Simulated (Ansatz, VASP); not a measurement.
**AlN in VASP and in Ansatz**

The input INCAR:

```
SYSTEM = AlN
  PREC = Accurate
  ENCUT = 520
  EDIFF = 1E-7
  ISMEAR = -1
  SIGMA = 0.02
  LREAL = .FALSE.
  LASPH = .TRUE.
  NELM = 60
  ALGO = Normal
  ISIF = 2
  LWAVE = .FALSE.
  LCHARG = .FALSE.
  GGA = PS
  NBANDS = 16
```

The input KPOINTS:

```
regular mesh
0
G
  11 11 6
  0 0 0
```

POSCAR

```
AlN
1.0
    3.0901223134      0.0000000000      0.0000000000
   -1.5450611567      2.6761244242      0.0000000000
    0.0000000000      0.0000000000      4.9445895974
Al N
2 2
Direct
    0.3333333333      0.6666666667      0.0000000000
    0.6666666667      0.3333333333      0.5000000000
    0.3333333333      0.6666666667      0.3850000000
    0.6666666667      0.3333333333      0.8850000000
```

Input for Ansatz:

```yaml
crystal:
  lattice:
    - [3.0901223134, 0.0, 0.0]
    - [-1.5450611567, 2.6761244242, 0.0]
    - [0.0, 0.0, 4.9445895974]
  atoms:
    - { symbol: Al, position: [0.3333333333, 0.6666666667, 0.0] }
    - { symbol: Al, position: [0.6666666667, 0.3333333333, 0.5] }
    - { symbol: "N", position: [0.3333333333, 0.6666666667, 0.385] }
    - { symbol: "N", position: [0.6666666667, 0.3333333333, 0.885] }
kpoints:
  mp_grid: { grid: [11, 11, 6] }
  band_path:
    path:
      - [0.0, 0.0, 0.0]
      - [0.5, 0.0, 0.0]
      - [0.3333333333, 0.3333333333, 0.0]
      - [0.0, 0.0, 0.0]
      - [0.0, 0.0, 0.5]
      - [0.5, 0.0, 0.5]
      - [0.3333333333, 0.3333333333, 0.5]
      - [0.0, 0.0, 0.5]
      - [0.5, 0.0, 0.5]
    npoints: 5
scf:
  occupations: { method: fermi_dirac, width: 0.02 }
hamiltonian:
  xc: pbesol
  pseudopotentials: { kind: all_electron, lapw: { basis_error: 0.001 } }
output:
  forces: true
  stress: true
  eigenvalues: true
```

Change from the starting cell: volume scaled by 0.98.

Alike in both runs: task single point; functional PBEsol; k mesh 11 × 11 × 6; occupations fermi-dirac, width 0.02 eV; no spin polarisation.

|  | VASP | Ansatz |
| --- | --- | --- |
| version | VASP 6.6.1 | Ansatz 0.2.0 |
| potentials or method | VASP PAW PBE potentials, release 64 (Al, N), cutoff 520 eV | all-electron LAPW, scalar-relativistic |

Ansatz gave:

```
gap on the k mesh at the Fermi level (eV)                     : 4.26
pressure (GPa)                                                : 4.7
traceless stress, the component that is largest in VASP (GPa) : -1.66
rms of the force components (eV/Å)                            : 0.103
```

Task: What did VASP give for the same quantities?

Result: gap on the k mesh at the Fermi level (eV): 4.27; pressure (GPa): 4.9; traceless stress, the component that is largest in VASP (GPa): -1.69; rms of the force components (eV/Å): 0.103.

VASP's potentials were made for PBE, not for PBEsol. Atom by atom the forces differ by 0.000 eV/Å (rms over components). Ansatz ran all-electron here, and VASP with PAW potentials.
